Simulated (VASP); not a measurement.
Set up this calculation in VASP 6.6.1, as the native input.

* Task: single point
* Functional: PBE
* Dispersion: D3(BJ)
* Potentials or basis: VASP PAW PBE potentials, release 64 (S, Mg)
* Cutoff: 520 eV
* k mesh: 8 × 8 × 4
* Occupations: fermi-dirac, width 0.05 eV
* Spin: no spin polarisation
* Dipole correction: no
* Further INCAR settings: ALGO = Normal; EDIFF = 1e-06; NBANDS = 16

The structure of MgS lies in POSCAR:

```
MgS
1.0
    4.0346224068      0.0000000000      0.0000000000
   -2.0173112034      3.4940854990      0.0000000000
    0.0000000000      0.0000000000      6.4322941800
S Mg
2 2
Direct
    0.6666666667      0.3333333333      0.8792441500
    0.3333333333      0.6666666667      0.3792441500
    0.3333333333      0.6666666667      0.9957548500
    0.6666666667      0.3333333333      0.4957548500
```

These files were run (other wordings do the same):

INCAR

```
PREC     = Accurate       # precision mode
ENCUT    = 520            # plane-wave cutoff, eV
EDIFF    = 1E-6           # SCF threshold, eV
ISMEAR   = -1             # smearing method
SIGMA    = 0.05           # smearing width, eV
LREAL    = False          # projectors in reciprocal space
LASPH    = True           # aspherical terms in the spheres
NELM     = 80             # most SCF steps
ALGO     = Normal         # electronic algorithm
ISIF     = 2              # what is computed and relaxed
LWAVE    = False          # write WAVECAR
LCHARG   = False          # write CHGCAR
GGA      = PE             # functional
IVDW     = 12             # dispersion correction
NBANDS   = 16             # bands
```

KPOINTS

```
Automatic mesh
0
Gamma
  8 8 4
```

Potentials or basis: VASP PAW PBE potentials, release 64 (S, Mg).

The run is started by

```console
$ cat potpaw_PBE.64/S/POTCAR potpaw_PBE.64/Mg/POTCAR > POTCAR
$ mpirun -np 1 vasp_std > vasp.out
```

Results of the run:

The pressure is -1.2 GPa, the largest force is 0.050 eV/Å and the band gap on the k mesh is 3.43 eV. The dispersion energy per atom is -0.270 eV.

Caveat: three body term missing.

Run time: 58 s on 1 thread of Intel Xeon 8259CL (shared host), peak memory 0.22 GiB.
